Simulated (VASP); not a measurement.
# ZnSe (F-43m) in VASP: single point with HSE06

Aim: the single point of ZnSe with HSE06.

All numbers are computed with VASP 6.6.1; they aren't measurements. Logs are shortened: lines on timing, memory, paths and dates and some standing lists are left out, and cuts for length are marked.

## (1) The cell of the first run

It takes space group F-43m (No. 216, cubic). Conventional cell: a = 5.633 Å, b = 5.633 Å, c = 5.633 Å, α = 90.00°, β = 90.00°, γ = 90.00°. Within 3.2 Å of Zn (site symmetry -43m) lie 4 Se at 2.44 Å. Within 3.2 Å of Se (site symmetry -43m) lie 4 Zn at 2.44 Å.

## (2) Single point, HSE06

Contents of POSCAR:

```
ZnSe
1.0
    0.0000000000      2.8166860000      2.8166860000
    2.8166860000      0.0000000000      2.8166860000
    2.8166860000      2.8166860000      0.0000000000
Zn Se
1 1
Direct
    0.0000000000      0.0000000000      0.0000000000
    0.2500000000      0.2500000000      0.2500000000
```

Contents of INCAR.step1:

```
ALGO = Normal
EDIFF = 1E-5
ENCUT = 520
GGA = PE
ISIF = 2
ISMEAR = -1
KPAR = 4
LASPH = T
LREAL = F
LWAVE = T
NBANDS = 16
NELM = 60
PREC = Accurate
SIGMA = 0.05
```

Contents of INCAR.step2:

```
ALGO = Normal
EDIFF = 1E-6
ENCUT = 520
GGA = PE
HFSCREEN = 0.2079
ISIF = 2
ISMEAR = -1
ISTART = 1
KPAR = 4
LASPH = T
LCHARG = T
LHFCALC = T
LREAL = F
LVHAR = T
LWAVE = F
NBANDS = 16
NELM = 60
PREC = Accurate
PRECFOCK = Normal
SIGMA = 0.05
```

Contents of KPOINTS:

```
k-points
0
Gamma
  7 7 7
```

Potentials or basis: VASP PAW PBE potentials, release 64 (Zn, Se).

The run is started by

```console
> cat potpaw_PBE.64/Zn/POTCAR potpaw_PBE.64/Se/POTCAR > POTCAR
> cp INCAR.step1 INCAR
> mpirun -np 4 vasp_std > vasp.out
> cp INCAR.step2 INCAR
> mpirun -np 4 vasp_std > vasp.out
```

OUTCAR:

```text
EDIFF = 1E-6
   ENCUT = 520
   GGA = PE
   HFSCREEN = 0.2079
   ISIF = 2
   ISMEAR = -1
   ISTART = 1
   LASPH = T
   LHFCALC = T
   LREAL = F
   NELM = 60
   PREC = Accurate
   PRECFOCK = Normal

 ion  position               nearest neighbor table
   1  0.000  0.000  0.000-   2 2.44   2 2.44   2 2.44   2 2.44
   2  0.250  0.250  0.250-   1 2.44   1 2.44   1 2.44   1 2.44

  LATTYP: Found a face centered cubic cell.
 ALAT       =     5.6333720000

  Lattice vectors:

 A1 = (   0.0000000000,   2.8166860000,   2.8166860000)
 A2 = (   2.8166860000,   0.0000000000,   2.8166860000)
 A3 = (   2.8166860000,   2.8166860000,   0.0000000000)

Analysis of symmetry for initial positions (statically):
=====================================================================
 Subroutine PRICEL returns:
 Original cell was already a primitive cell.

 Routine SETGRP: Setting up the symmetry group for a
 face centered cubic supercell.

 Subroutine GETGRP returns: Found 24 space group operations
 (whereof 24 operations were pure point group operations)
 out of a pool of 48 trial point group operations.

The static configuration has the point symmetry T_d .

Analysis of symmetry for dynamics (positions and initial velocities):
=====================================================================
 Subroutine PRICEL returns:
 Original cell was already a primitive cell.

 Routine SETGRP: Setting up the symmetry group for a
 face centered cubic supercell.

 Subroutine GETGRP returns: Found 24 space group operations
 (whereof 24 operations were pure point group operations)
 out of a pool of 48 trial point group operations.

The dynamic configuration has the point symmetry T_d .

 Subroutine INISYM returns: Found 24 space group operations
 (whereof 24 operations are pure point group operations),
 and found     1 'primitive' translations

----------------------------------------------------------------------------------------

                                     Primitive cell

  volume of cell :      44.6936

  direct lattice vectors                    reciprocal lattice vectors
     0.000000000  2.816686000  2.816686000    -0.177513574  0.177513574  0.177513574
     2.816686000  0.000000000  2.816686000     0.177513574 -0.177513574  0.177513574
     2.816686000  2.816686000  0.000000000     0.177513574  0.177513574 -0.177513574

  length of vectors
     3.983395542  3.983395542  3.983395542     0.307462530  0.307462530  0.307462530

  position of ions in fractional coordinates (direct lattice)
     0.000000000  0.000000000  0.000000000
     0.250000000  0.250000000  0.250000000

  ion indices of the primitive-cell ions
   primitive index   ion index
                 1           1
                 2           2

----------------------------------------------------------------------------------------

 KPOINTS: k-points

Automatic generation of k-mesh.
 Grid dimensions read from file:
 generate k-points for:    7    7    7

 Generating k-lattice:

  Cartesian coordinates                     Fractional coordinates (reciprocal lattice)
    -0.025359082  0.025359082  0.025359082     0.142857143  0.000000000  0.000000000
     0.025359082 -0.025359082  0.025359082     0.000000000  0.142857143  0.000000000
     0.025359082  0.025359082 -0.025359082     0.000000000  0.000000000  0.142857143

  Length of vectors
     0.043923219  0.043923219  0.043923219

  Shift w.r.t. Gamma in fractional coordinates (k-lattice)
     0.000000000  0.000000000  0.000000000

 Subroutine IBZKPT returns following result:
 ===========================================

 Found     20 irreducible k-points:

 Following reciprocal coordinates:
            Coordinates               Weight
  0.000000  0.000000  0.000000      1.000000
  0.142857  0.000000  0.000000      8.000000
  0.285714  0.000000  0.000000      8.000000
  0.428571  0.000000  0.000000      8.000000
  0.142857  0.142857  0.000000      6.000000
  0.285714  0.142857  0.000000     24.000000
[... 12 lines left out ...]
 -0.428571  0.428571  0.142857     24.000000
 -0.285714  0.428571  0.142857     24.000000
   k-points           NKPTS =     20   k-points in BZ     NKDIM =    343   number of bands    NBANDS=     16
   number of dos      NEDOS =    301   number of ions     NIONS =      2
   total plane-waves  NPLWV =  27000
   dimension x,y,z NGX =    30 NGY =   30 NGZ =   30
   dimension x,y,z NGXF=    60 NGYF=   60 NGZF=   60
   ions per type =               1   1
   NGX,Y,Z   is equivalent  to a cutoff of  12.52, 12.52, 12.52 a.u.
   NGXF,Y,Z  is equivalent  to a cutoff of  25.04, 25.04, 25.04 a.u.
 SYSTEM =  unknown system
   PREC   = accura    normal or accurate (medium, high low for compatibility)
   ISTART =      1    job   : 0-new  1-cont  2-samecut
   ICHARG =      0    charge: 1-file 2-atom 10-const
   ISPIN  =      1    spin polarized calculation?
   LNONCOLLINEAR =      F non collinear calculations
   LSORBIT =      F    spin-orbit coupling
   LASPH  =      T    aspherical Exc in radial PAW
   ENCUT  =  520.0 eV  38.22 Ry    6.18 a.u.   7.41  7.41  7.41*2*pi/ulx,y,z
   NELM   =     60;   NELMIN=  2; NELMDL=  0     # of ELM steps
   EDIFF  = 0.1E-05   stopping-criterion for ELM
   LREAL  =      F    real-space projection
   EDIFFG = 0.1E-04   stopping-criterion for IOM
   NSW    =      0    number of steps for IOM
   IBRION =     -1    ionic relax: 0-MD 1-quasi-New 2-CG
   NFREE  =      0    steps in history (QN), initial steepest desc. (CG)
   ISIF   =      2    stress and relaxation
   ISYM   =      3    0-nonsym 1-usesym 2-fastsym
   POTIM  = 0.5000    time-step for ionic-motion
   TEBEG  =    0.0;   TEEND  =   0.0 temperature during run
   PSTRESS=    0.0 pullay stress
   NELECT =      18.0000    total number of electrons
   NUPDOWN=      -1.0000    fix difference up-down
   EMIN   =  10.00;   EMAX   =-10.00  energy-range for DOS
   EFERMI =   0.00;   METHOD = LEGACY
   ISMEAR =    -1;   SIGMA  =   0.05  broadening in eV -4-tet -1-fermi 0-gaus
   EFERMI_NEDOS =   21; number of points for ismear=-14 and -15
   IALGO  =     38    algorithm
   IMIX   =      1    mixing-type and parameters
     AMIX     =   0.40;   BMIX     =  1.00
     AMIX_MAG =   1.60;   BMIX_MAG =  1.00
  volume/ion in A,a.u.               =      22.35       150.80
  Fermi-wavevector in a.u.,A,eV,Ry     =   1.208975  2.284631 19.886547  1.461620
  Thomas-Fermi vector in A             =   2.344566
   LORBIT       =      0    0 simple, 1 ext, 2 COOP (PROOUT), +10 PAW based schemes
   GGA     = PE    functional components
   LHFCALC =     T    Hartree Fock is set to
   PRECFOCK=normal    Normal, Fast or Accurate (Low or Medium for compatibility)
   ENCUT4O =  -1.0   cutoff for four orbital integrals eV
   NKREDX  =     1    reduce k-point grid by
   NKREDY  =     1    reduce k-point grid by
   NKREDZ  =     1    reduce k-point grid by
   AEXX    =    0.2500 exact exchange contribution
   HFSCREEN=    0.2079 screening length (either q_TF or 0.3 A-1)
   HFSCREENC=   0.2079 screening length for correlation (either q_TF or 0.3 A-1)
   ENCUTFOCK=  -1.0 apply spherical cutoff to Coloumb kernel
   IVDW    =     0    specifies the selected vdW correction
   LEPSILON=     F    determine dielectric tensor
   LRPA    =     F    only Hartree local field effects (RPA)
 non-spin polarized calculation
  energy-cutoff  :      520.00
  volume of cell :       44.69
 maximum number of plane-waves:      1243
 NGX is ok and might be reduce to    30
  NGX = 24; NGY = 24; NGZ = 24

 number of electron      17.9999998 magnetization

 Free energy of the ion-electron system (eV)
  ---------------------------------------------------
  ext. energy  EPLUGINS =         0.00000000
  ---------------------------------------------------
  free energy    TOTEN  =        -7.41912600 eV

  energy without entropy =       -7.41912599  energy(sigma->0) =       -7.41912599

 E-fermi :   2.0750     XC(G=0):  -7.8024

 val. band max:        1.1144994637   @ k =   0.0000   0.0000   0.0000
 cond. band min:       3.5999404046   @ k =   0.0000   0.0000   0.0000
 fundamental gap:      2.4854409409
 Fermi energy:         2.0750221608

 k-point     1 :       0.0000    0.0000    0.0000
  band No.  band energies     occupation
      1     -13.3881      2.00000
      2      -7.1185      2.00000
      3      -7.1185      2.00000
      4      -7.1185      2.00000
      5      -6.7735      2.00000
      6      -6.7735      2.00000
[... 8 lines left out ...]
     15      13.8587      0.00000
     16      13.8587      0.00000

 k-point     2 :       0.1429    0.0000    0.0000
  band No.  band energies     occupation
      1     -13.2404      2.00000
      2      -7.0992      2.00000
      3      -7.0992      2.00000
      4      -7.0913      2.00000
      5      -6.7751      2.00000
      6      -6.7751      2.00000
[... 8 lines left out ...]
     15      12.8854      0.00000
     16      13.4708      0.00000

 k-point     3 :       0.2857    0.0000    0.0000
  band No.  band energies     occupation
      1     -12.8772      2.00000
      2      -7.0608      2.00000
      3      -7.0608      2.00000
      4      -6.9587      2.00000
      5      -6.7722      2.00000
      6      -6.7722      2.00000
[... 8 lines left out ...]
     15      12.9796      0.00000
     16      12.9796      0.00000

 k-point     4 :       0.4286    0.0000    0.0000
  band No.  band energies     occupation
      1     -12.5471      2.00000
      2      -7.0371      2.00000
      3      -7.0371      2.00000
      4      -6.7610      2.00000
      5      -6.7610      2.00000
      6      -6.6650      2.00000
[... 8 lines left out ...]
     15      14.8461      0.00000
     16      14.8461      0.00000
[... 248 lines left out ...]
 k-point    18 :      -0.4286    0.2857    0.1429
  band No.  band energies     occupation
      1     -12.3529      2.00000
      2      -7.0028      2.00000
      3      -6.9780      2.00000
      4      -6.8205      2.00000
      5      -6.7641      2.00000
      6      -6.5517      2.00000
[... 8 lines left out ...]
     15      15.0077      0.00000
     16      16.4990      0.00000

 k-point    19 :      -0.4286    0.4286    0.1429
  band No.  band energies     occupation
      1     -12.2472      2.00000
      2      -6.9875      2.00000
      3      -6.9345      2.00000
      4      -6.8604      2.00000
      5      -6.7494      2.00000
      6      -6.5174      2.00000
[... 8 lines left out ...]
     15      15.9763      0.00000
     16      17.2769      0.00000

 k-point    20 :      -0.2857    0.4286    0.1429
  band No.  band energies     occupation
      1     -12.2153      2.00000
      2      -6.9863      2.00000
      3      -6.9402      2.00000
      4      -6.8178      2.00000
      5      -6.7747      2.00000
      6      -6.4370      2.00000
[... 8 lines left out ...]
     15      15.1913      0.00000
     16      17.6646      0.00000

------------------------ aborting loop because EDIFF is reached ----------------------------------------

  FORCE on cell =-STRESS in cart. coord.  units (eV):
  Direction    XX          YY          ZZ          XY          YZ          ZX
  --------------------------------------------------------------------------------------
  -------------------------------------------------------------------------------------
  Total        0.6698023      0.6698023      0.6698023      0.0000000     -0.0000000      0.0000000
  in kB       24.0110913     24.0110913     24.0110913      0.0000000     -0.0000000      0.0000000
  external PRESSURE =      24.0110913 kB  Pullay stress =       0.0000000 kB

 VOLUME and BASIS-vectors are now :
 -----------------------------------------------------------------------------
  energy-cutoff  :      520.00
  volume of cell :       44.69
      direct lattice vectors                 reciprocal lattice vectors
     0.000000000  2.816686000  2.816686000    -0.177513574  0.177513574  0.177513574
     2.816686000  0.000000000  2.816686000     0.177513574 -0.177513574  0.177513574
     2.816686000  2.816686000  0.000000000     0.177513574  0.177513574 -0.177513574

 POSITION                                       TOTAL-FORCE (eV/Angst)
 -----------------------------------------------------------------------------------
      0.00000      0.00000      0.00000        -0.000000     -0.000000     -0.000000
      1.40834      1.40834      1.40834         0.000000      0.000000      0.000000
 -----------------------------------------------------------------------------------
    total drift:                                0.000082      0.000058      0.000045

  FREE ENERGIE OF THE ION-ELECTRON SYSTEM (eV)
  ---------------------------------------------------
  free  energy   TOTEN  =        -7.4191259950 eV

  energy  without entropy=       -7.4191259950  energy(sigma->0) =       -7.41912599
```

It took 34 min on 4 MPI ranks of AMD EPYC 9755, shared host; peak memory 0.26 GiB.

What came out:

```
Free energy            : -7.4191 eV
Pressure               : 2.4 GPa
Band gap on the k mesh : 2.49 eV
```

Caveat: the PAW data sets were made with another functional, which shifts forces and pressure a little.
